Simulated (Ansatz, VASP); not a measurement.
## BaTe in VASP and in Ansatz

```
CELL_PARAMETERS angstrom
0.01717 3.44173 3.44173
3.44173 0.01717 3.44173
3.44173 3.44173 0.01717
ATOMIC_POSITIONS crystal
Ba 0.00000 0.00000 0.00000
Te 0.50000 0.50000 0.50000
```

Change from the starting cell: equal xy, yz and zx engineering shears of +0.5 %.

Alike in both runs: task relaxation of the atoms; functional LDA; k mesh 6 × 6 × 6; no spin polarisation.

|  | VASP | Ansatz |
| --- | --- | --- |
| version | VASP 6.6.1 | Ansatz 0.2.0 |
| potentials or method | VASP PAW LDA potentials, release 64 (Ba_sv, Te), cutoff 520 eV | all-electron LAPW, scalar-relativistic |
| occupations | gaussian, width 0.01 eV | fixed |

|  | VASP | Ansatz | Ansatz less VASP |
| --- | --- | --- | --- |
| gap on the k mesh at the Fermi level, each at its own relaxed structure (eV) | 1.25 | 1.35 | +0.103 |

LDA's correlation is that of Perdew and Zunger in VASP and of Perdew and Wang (1992) in Ansatz. Ansatz ran all-electron here, and VASP with PAW potentials.

Neither program's run includes spin-orbit coupling. Noted on VASP's run: the relaxation stopped at its first step, so nothing moved.
